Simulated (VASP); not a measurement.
A run of VASP 6.6.1 is set up as follows.

File POSCAR:

```
AgI
1.0
    0.0000000000      3.2885552265      3.2885552265
    3.2885552265      0.0000000000      3.2885552265
    3.2885552265      3.2885552265      0.0000000000
Ag I
1 1
Direct
    0.0000000000      0.0000000000      0.0000000000
    0.7500000000      0.7500000000      0.7500000000
```

Contents of INCAR.step1:

```
ALGO = Normal ; EDIFF = 1E-5
ENCUT = 550 ; GGA = PE
GGA_COMPAT = F ; ISMEAR = -1
LASPH = T ; LCHARG = F
LREAL = F ; LWAVE = T
NBANDS = 16 ; NELM = 120
PREC = Accurate ; SIGMA = 0.02
```

INCAR.step2

```
ALGO = Normal ; EDIFF = 1E-6
ENCUT = 550 ; GGA_COMPAT = F
ISIF = 2 ; ISMEAR = -1
ISTART = 1 ; LASPH = T
LCHARG = F ; LMIXTAU = T
LREAL = F ; LWAVE = F
METAGGA = R2SCAN ; NBANDS = 16
NELM = 120 ; PREC = Accurate
SIGMA = 0.02
```

Contents of KPOINTS:

```
k-points
0
Gamma
  6 6 6
```

Potentials or basis: VASP PAW PBE potentials, release 64 (Ag, I).

The run is started by

```bash
$ cat potpaw_PBE.64/Ag/POTCAR potpaw_PBE.64/I/POTCAR > POTCAR
$ cp INCAR.step1 INCAR
$ mpirun -np 1 vasp_std > vasp.out
$ cp INCAR.step2 INCAR
$ mpirun -np 1 vasp_std > vasp.out
```

Q: What does it give for the pressure?

A: -0.1 GPa.

Q: Predict the band gap on the k mesh.

A: 1.79 eV.

Caveat: the PAW data sets were made with another functional, which shifts forces and pressure a little; spin-orbit coupling is left out, which moves the levels of the heavy elements.
